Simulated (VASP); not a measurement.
Here is a VASP 6.6.1 calculation.

The input POSCAR:

```
SnO2
1.0
    4.7602164773      0.0000000000      0.0000000000
    0.0000000000      4.7602164773      0.0000000000
    0.0000000000      0.0000000000      3.2005650988
Sn O
2 4
Direct
    0.0000000000      0.0000000000      0.0000000000
    0.5000000000      0.5000000000      0.5000000000
    0.3504570252      0.3504570252      0.0000000000
    0.1941065016      0.8058934984      0.5000000000
    0.6941065016      0.6941065016      0.0000000000
    0.8058934984      0.1941065016      0.5000000000
```

INCAR.step1

```
PREC = Accurate ; ENCUT = 520
ISMEAR = 0 ; SIGMA = 0.05
LREAL = False ; LASPH = True
NELM = 80 ; NBANDS = 35
GGA = PE ; ALGO = Normal
EDIFF = 1E-4 ; LWAVE = True
LCHARG = False
```

Contents of INCAR.step2:

```
PREC = Accurate ; ENCUT = 520
EDIFF = 1E-6 ; ISMEAR = 0
SIGMA = 0.05 ; LREAL = False
LASPH = True ; NELM = 80
ALGO = Normal ; ISIF = 2
LWAVE = False ; LCHARG = False
METAGGA = R2SCAN ; LMIXTAU = True
NBANDS = 35 ; ISTART = 1
```

The input KPOINTS:

```
regular mesh
0
Gamma
  6 6 8
```

Potentials or basis: VASP PAW PBE potentials, release 64 (Sn_d, O).

The run is started by

```bash
$ cat potpaw_PBE.64/Sn_d/POTCAR potpaw_PBE.64/O/POTCAR > POTCAR
$ cp INCAR.step1 INCAR
$ mpirun -np 1 vasp_std > vasp.out
$ cp INCAR.step2 INCAR
$ mpirun -np 1 vasp_std > vasp.out
```

Q: Estimate the pressure.

A: 9.8 GPa.

Q: Predict the largest force.

A: 6.713 eV/Å.

Stress tensor (GPa, compression positive):
```
 7.09  2.64  0.00
 2.64  7.09  0.00
 0.00  0.00 15.15
```

Caveat: the cell differs from its parent crystal (atom 3 (O) moved -0.300 Å towards its neighbour atom 1 (Sn) at 2.059 Å); the cell stands under pressure; the PAW data sets were made with another functional, which shifts forces and pressure a little.
